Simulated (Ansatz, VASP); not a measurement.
## One calculation of Se, two programs

```xyz
2
Lattice="3.1050 0.0000 0.0000 -1.5525 2.6890 0.0000 0.0000 0.0000 5.0302" Properties=species:S:1:pos:R:3 pbc="T T T"
Se    0.0000    1.7927    1.2575
Se    1.5525    0.8963    3.7726
```

Alike in both runs: task relaxation of cell and atoms; functional PBEsol; k mesh 14 × 14 × 8; occupations fermi-dirac, width 0.1 eV; no spin polarisation.

|  | VASP | Ansatz |
| --- | --- | --- |
| version | VASP 6.6.1 | Ansatz 0.2.0 |
| potentials or method | VASP PAW PBE potentials, release 64 (Se) | PAW with Ansatz's default frozen-core files, scalar-relativistic |
| plane-wave cutoff (eV) | 600 | 420 |
| valence electrons in the cell | 12 | 32 |

|  | VASP | Ansatz | Ansatz less VASP |
| --- | --- | --- | --- |
| relaxed volume (Å³/atom) | 21.01 | 20.99 | -0.030 |
| relaxed cell length with the largest relative difference (Å) | 3.565 | 3.562 | -0.0022 |

VASP's potentials were made for PBE, not for PBEsol. VASP's potentials hold 12 valence electrons a cell and Ansatz's 32, so a difference there can come from the potentials and not from the codes.
